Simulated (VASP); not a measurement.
# C (Cm) in VASP: single point with PBE

Aim: the single point of C with PBE.

Program: VASP 6.6.1. These are calculated values, not measurements. Logs are shortened: lines on timing, memory, paths and dates and some standing lists are left out, and cuts for length are marked.

**1. The cell of the first run**

The structure is monoclinic, space group Cm (No. 8). Conventional cell: a = 4.278 Å, b = 2.470 Å, c = 6.790 Å, α = 90.00°, β = 90.00°, γ = 90.00°. Within 1.7 Å of C (site symmetry m) lie 3 C at 1.28 to 1.51 Å. Within 1.9 Å of C (site symmetry m) lie 3 C at 1.43 Å. C (site symmetry m) has 3 C at 1.28 to 1.51 Å within 1.7 Å. Within 1.9 Å of C (site symmetry m) lie 3 C at 1.43 Å.

**2. Single point, PBE (one atom moved)**

INCAR

```
ALGO = Normal ; EDIFF = 1E-6
ENCUT = 520 ; GGA = PE
ISIF = 2 ; ISMEAR = 0
LASPH = T ; LCHARG = F
LREAL = F ; LWAVE = F
NBANDS = 16 ; NELM = 100
PREC = Accurate ; SIGMA = 0.1
```

KPOINTS

```
k-points
0
Gamma
  18 18 6
```

POSCAR

```
C
1.0
    2.4699988104      0.0000000000      0.0000000000
   -1.2349994052      2.1390817171      0.0000000000
    0.0000000000      0.0000000000      6.7900000000
C
4
Direct
    0.0350617741      0.0701235483      0.0000000000
    0.0000000000      0.0000000000      0.5000000000
    0.3333333333      0.6666666667      0.0050000000
    0.6666666667      0.3333333333      0.5050000000
```

Potentials or basis: VASP PAW PBE potentials, release 64 (C).

On the command line:

```sh
cat potpaw_PBE.64/C/POTCAR > POTCAR
mpirun -np 1 vasp_std > vasp.out
```

OUTCAR:

```text
EDIFF = 1E-6
   ENCUT = 520
   GGA = PE
   ISIF = 2
   ISMEAR = 0
   LASPH = T
   LREAL = F
   NELM = 100
   PREC = Accurate

 ion  position               nearest neighbor table
   1  0.035  0.070  0.000-   3 1.28   3 1.51   3 1.51
   2  0.000  0.000  0.500-   4 1.43   4 1.43   4 1.43
   3  0.333  0.667  0.005-   1 1.28   1 1.51   1 1.51
   4  0.667  0.333  0.505-   2 1.43   2 1.43   2 1.43

  LATTYP: Found a hexagonal cell.
 ALAT       =     2.4699988104
 C/A-ratio  =     2.7489891782

  Lattice vectors:

 A1 = (   2.4699988104,   0.0000000000,   0.0000000000)
 A2 = (  -1.2349994052,   2.1390817171,   0.0000000000)
 A3 = (   0.0000000000,   0.0000000000,   6.7900000000)

Analysis of symmetry for initial positions (statically):
=====================================================================
 Subroutine PRICEL returns:
 Original cell was already a primitive cell.

 Routine SETGRP: Setting up the symmetry group for a
 hexagonal supercell.

 Subroutine GETGRP returns: Found  2 space group operations
 (whereof  2 operations were pure point group operations)
 out of a pool of 24 trial point group operations.

The static configuration has the point symmetry C_1h.

Analysis of symmetry for dynamics (positions and initial velocities):
=====================================================================
 Subroutine PRICEL returns:
 Original cell was already a primitive cell.

 Routine SETGRP: Setting up the symmetry group for a
 hexagonal supercell.

 Subroutine GETGRP returns: Found  2 space group operations
 (whereof  2 operations were pure point group operations)
 out of a pool of 24 trial point group operations.

The dynamic configuration has the point symmetry C_1h.

 Subroutine INISYM returns: Found  2 space group operations
 (whereof  2 operations are pure point group operations),
 and found     1 'primitive' translations

----------------------------------------------------------------------------------------

                                     Primitive cell

  volume of cell :      35.8752

  direct lattice vectors                    reciprocal lattice vectors
     2.469998810  0.000000000  0.000000000     0.404858495  0.233745161  0.000000000
    -1.234999405  2.139081717  0.000000000     0.000000000  0.467490322  0.000000000
     0.000000000  0.000000000  6.790000000     0.000000000  0.000000000  0.147275405

  length of vectors
     2.469998810  2.469998810  6.790000000     0.467490322  0.467490322  0.147275405

  position of ions in fractional coordinates (direct lattice)
     0.035061774  0.070123548  0.000000000
     0.000000000  0.000000000  0.500000000
     0.333333333  0.666666667  0.005000000
     0.666666667  0.333333333  0.505000000

  ion indices of the primitive-cell ions
   primitive index   ion index
                 1           1
                 2           2
                 3           3
                 4           4

----------------------------------------------------------------------------------------

 KPOINTS: k-points

Automatic generation of k-mesh.
 Grid dimensions read from file:
 generate k-points for:   18   18    6

 Generating k-lattice:

  Cartesian coordinates                     Fractional coordinates (reciprocal lattice)
     0.022492139  0.012985842  0.000000000     0.055555556  0.000000000  0.000000000
     0.000000000  0.025971685  0.000000000     0.000000000  0.055555556  0.000000000
     0.000000000  0.000000000  0.024545901     0.000000000  0.000000000  0.166666667

  Length of vectors
     0.025971685  0.025971685  0.024545901

  Shift w.r.t. Gamma in fractional coordinates (k-lattice)
     0.000000000  0.000000000  0.000000000

 Subroutine IBZKPT returns following result:
 ===========================================

 Found    524 irreducible k-points:

 Following reciprocal coordinates:
            Coordinates               Weight
  0.000000  0.000000  0.000000      1.000000
  0.055556 -0.000000  0.000000      4.000000
  0.000000  0.055556  0.000000      2.000000
  0.111111 -0.000000  0.000000      4.000000
  0.000000  0.111111  0.000000      2.000000
  0.166667  0.000000  0.000000      4.000000
[... 16 lines left out ...]
 -0.055556  0.166667  0.000000      4.000000
 -0.166667  0.111111  0.000000      4.000000
 [... further k-points ...]
   k-points           NKPTS =    524   k-points in BZ     NKDIM =    524   number of bands    NBANDS=     16
   number of dos      NEDOS =    301   number of ions     NIONS =      4
   total plane-waves  NPLWV =  16200
   dimension x,y,z NGX =    18 NGY =   18 NGZ =   50
   dimension x,y,z NGXF=    36 NGYF=   36 NGZF=  100
   ions per type =               4
   NGX,Y,Z   is equivalent  to a cutoff of  12.12, 12.12, 12.24 a.u.
   NGXF,Y,Z  is equivalent  to a cutoff of  24.23, 24.23, 24.48 a.u.
 SYSTEM =  unknown system
   PREC   = accura    normal or accurate (medium, high low for compatibility)
   ISTART =      0    job   : 0-new  1-cont  2-samecut
   ICHARG =      2    charge: 1-file 2-atom 10-const
   ISPIN  =      1    spin polarized calculation?
   LNONCOLLINEAR =      F non collinear calculations
   LSORBIT =      F    spin-orbit coupling
   LASPH  =      T    aspherical Exc in radial PAW
   ENCUT  =  520.0 eV  38.22 Ry    6.18 a.u.   4.59  4.59 12.62*2*pi/ulx,y,z
   NELM   =    100;   NELMIN=  2; NELMDL= -5     # of ELM steps
   EDIFF  = 0.1E-05   stopping-criterion for ELM
   LREAL  =      F    real-space projection
   EDIFFG = 0.1E-04   stopping-criterion for IOM
   NSW    =      0    number of steps for IOM
   IBRION =     -1    ionic relax: 0-MD 1-quasi-New 2-CG
   NFREE  =      0    steps in history (QN), initial steepest desc. (CG)
   ISIF   =      2    stress and relaxation
   ISYM   =      2    0-nonsym 1-usesym 2-fastsym
   POTIM  = 0.5000    time-step for ionic-motion
   TEBEG  =    0.0;   TEEND  =   0.0 temperature during run
   PSTRESS=    0.0 pullay stress
   NELECT =      16.0000    total number of electrons
   NUPDOWN=      -1.0000    fix difference up-down
   EMIN   =  10.00;   EMAX   =-10.00  energy-range for DOS
   EFERMI =   0.00;   METHOD = LEGACY
   ISMEAR =     0;   SIGMA  =   0.10  broadening in eV -4-tet -1-fermi 0-gaus
   EFERMI_NEDOS =   21; number of points for ismear=-14 and -15
   IALGO  =     38    algorithm
   IMIX   =      4    mixing-type and parameters
     AMIX     =   0.40;   BMIX     =  1.00
     AMIX_MAG =   1.60;   BMIX_MAG =  1.00
  volume/ion in A,a.u.               =       8.97        60.52
  Fermi-wavevector in a.u.,A,eV,Ry     =   1.250787  2.363646 21.285898  1.564469
  Thomas-Fermi vector in A             =   2.384765
   LORBIT       =      0    0 simple, 1 ext, 2 COOP (PROOUT), +10 PAW based schemes
   GGA     = PE    functional components
   LHFCALC =     F    Hartree Fock is set to
   AEXX    =    0.0000 exact exchange contribution
   IVDW    =     0    specifies the selected vdW correction
   LEPSILON=     F    determine dielectric tensor
   LRPA    =     F    only Hartree local field effects (RPA)
 non-spin polarized calculation
 Gauss-broadening in eV      SIGMA  =   0.10
  energy-cutoff  :      520.00
  volume of cell :       35.88
 maximum number of plane-waves:       986
   NGX =  9   NGY =  9   NGZ = 25

 number of electron      15.9999997 magnetization

 Free energy of the ion-electron system (eV)
  ---------------------------------------------------
  ext. energy  EPLUGINS =         0.00000000
  ---------------------------------------------------
  free energy    TOTEN  =       -36.16125721 eV

  energy without entropy =      -36.16025955  energy(sigma->0) =      -36.16075838

 E-fermi :   4.4284     XC(G=0): -10.2194

 val. band max:        4.3023680363   @ k =  -0.2222  -0.3889   0.3333
 cond. band min:       4.4305749143   @ k =  -0.2222  -0.3889   0.5000
 fundamental gap:      0.1282068780
 Fermi energy:         4.4284471096

 k-point     1 :       0.0000    0.0000    0.0000
  band No.  band energies     occupation
      1     -15.0844      2.00000
      2     -14.7865      2.00000
      3      -3.9196      2.00000
      4      -2.0723      2.00000
      5      -0.3984      2.00000
      6       1.4512      2.00000
[... 8 lines left out ...]
     15      15.7839      0.00000
     16      16.2327      0.00000

 k-point     2 :       0.0556   -0.0000    0.0000
  band No.  band energies     occupation
      1     -15.0112      2.00000
      2     -14.7147      2.00000
      3      -3.8318      2.00000
      4      -1.9908      2.00000
      5      -0.5411      2.00000
      6       1.1539      2.00000
[... 8 lines left out ...]
     15      15.5339      0.00000
     16      16.0115      0.00000

 k-point     3 :       0.0000    0.0556    0.0000
  band No.  band energies     occupation
      1     -15.0118      2.00000
      2     -14.7161      2.00000
      3      -3.8295      2.00000
      4      -1.9871      2.00000
      5      -0.6049      2.00000
      6       1.1543      2.00000
[... 8 lines left out ...]
     15      15.5308      0.00000
     16      15.9514      0.00000

 k-point     4 :       0.1111   -0.0000    0.0000
  band No.  band energies     occupation
      1     -14.7920      2.00000
      2     -14.4996      2.00000
      3      -3.5694      2.00000
      4      -1.7478      2.00000
      5      -0.9520      2.00000
      6       0.3372      2.00000
[... 8 lines left out ...]
     15      15.4467      0.00000
     16      16.2696      0.00000
[... 324 lines left out ...]
 k-point    22 :       0.1111    0.0556    0.0000
  band No.  band energies     occupation
      1     -14.5751      2.00000
      2     -14.2894      2.00000
      3      -3.3015      2.00000
      4      -1.5188      2.00000
      5      -1.4677      2.00000
      6      -0.3180      2.00000
[... 8 lines left out ...]
     15      15.3869      0.00000
     16      15.9823      0.00000

 k-point    23 :      -0.0556    0.1667    0.0000
  band No.  band energies     occupation
      1     -14.5770      2.00000
      2     -14.2936      2.00000
      3      -3.2940      2.00000
      4      -1.6734      2.00000
      5      -1.4781      2.00000
      6      -0.3176      2.00000
[... 8 lines left out ...]
     15      14.8055      0.00000
     16      15.3665      0.00000

 k-point    24 :      -0.1667    0.1111    0.0000
  band No.  band energies     occupation
      1     -14.5723      2.00000
      2     -14.2825      2.00000
      3      -3.3131      2.00000
      4      -1.5144      2.00000
      5      -1.2404      2.00000
      6      -0.3181      2.00000
[... 8 lines left out ...]
     15      15.2419      0.00000
     16      17.5419      0.00000

 [... further k-points ...]
[... 5 lines left out ...]
  --------------------------------------------------------------------------------------
  -------------------------------------------------------------------------------------
  Total       -0.5638272      3.8519853      0.6484187      0.0000000      0.3217386      0.0000000
  in kB      -25.1804063    172.0288612     28.9582458      0.0000000     14.3687771      0.0000000
  external PRESSURE =      58.6022335 kB  Pullay stress =       0.0000000 kB

 VOLUME and BASIS-vectors are now :
 -----------------------------------------------------------------------------
  energy-cutoff  :      520.00
  volume of cell :       35.88
      direct lattice vectors                 reciprocal lattice vectors
     2.469998810  0.000000000  0.000000000     0.404858495  0.233745161  0.000000000
    -1.234999405  2.139081717  0.000000000     0.000000000  0.467490322  0.000000000
     0.000000000  0.000000000  6.790000000     0.000000000  0.000000000  0.147275405

 POSITION                                       TOTAL-FORCE (eV/Angst)
 -----------------------------------------------------------------------------------
     -0.00000      0.15000      0.00000         0.000000     -9.464923      0.474877
      0.00000      0.00000      3.39500         0.000000     -0.022615      0.567861
     -0.00000      1.42605      0.03395        -0.000000      9.475280     -0.474505
      1.23500      0.71303      3.42895         0.000000      0.012258     -0.568233
 -----------------------------------------------------------------------------------
    total drift:                               -0.000005      0.000013      0.000010

  FREE ENERGIE OF THE ION-ELECTRON SYSTEM (eV)
  ---------------------------------------------------
  free  energy   TOTEN  =       -36.1612572122 eV

  energy  without entropy=      -36.1602595474  energy(sigma->0) =      -36.16075838
```

Wall time 1.8 min (1 thread of Intel Xeon 6975P-C (Granite Rapids), shared host); peak memory 0.3 GiB.

Results:

```
Free energy            : -36.1613 eV
Pressure               : 5.9 GPa
Largest force          : 9.487 eV/Å
Band gap on the k mesh : zero (band 8 reaches 4.46 eV, above the bottom of band 9 at 4.43 eV)
```

Forces in eV/Å, atoms in the order of the input:
```
C    0.000 -9.465  0.475
C    0.000 -0.023  0.568
C    0.000  9.475 -0.475
C    0.000  0.012 -0.568
```

Stress tensor (GPa, compression positive):
```
-2.52  0.00  0.00
 0.00 17.20  1.44
 0.00  1.44  2.90
```

Levels at points of the mesh, in eV from the Fermi level:
```csv
k point,band 4,band 5,band 6,band 7,band 8,band 9,band 10,band 11,band 12,band 13
"(0.00, 0.00, 0.00)",-6.50,-4.83,-2.98,-2.98,-0.49,4.30,5.65,8.33,8.33,10.33
"(0.50, 0.00, 0.00)",-12.35,-6.39,-6.33,-2.97,-2.23,1.76,3.01,6.49,7.41,11.28
"(0.00, 0.50, 0.00)",-13.12,-6.34,-5.36,-2.50,-1.02,0.23,1.97,7.33,8.07,11.07
"(0.00, 0.00, 0.50)",-7.48,-4.82,-2.98,-2.98,-0.49,5.65,6.78,6.86,8.33,8.33
"(0.50, 0.00, 0.50)",-12.36,-6.38,-6.34,-2.79,-2.31,1.68,2.73,6.52,7.37,12.50
"(0.00, 0.50, 0.50)",-13.15,-6.34,-5.36,-2.31,-1.03,0.12,1.68,7.37,8.02,12.43
```

Caveat: the cell differs from its parent crystal (one atom moved); this functional lacks dispersion, which binds the layers, so the pressure and a relaxed spacing across them are unreliable; forces of over 1 eV/Å act on the atoms, so gaps and moduli don't describe the material at rest.
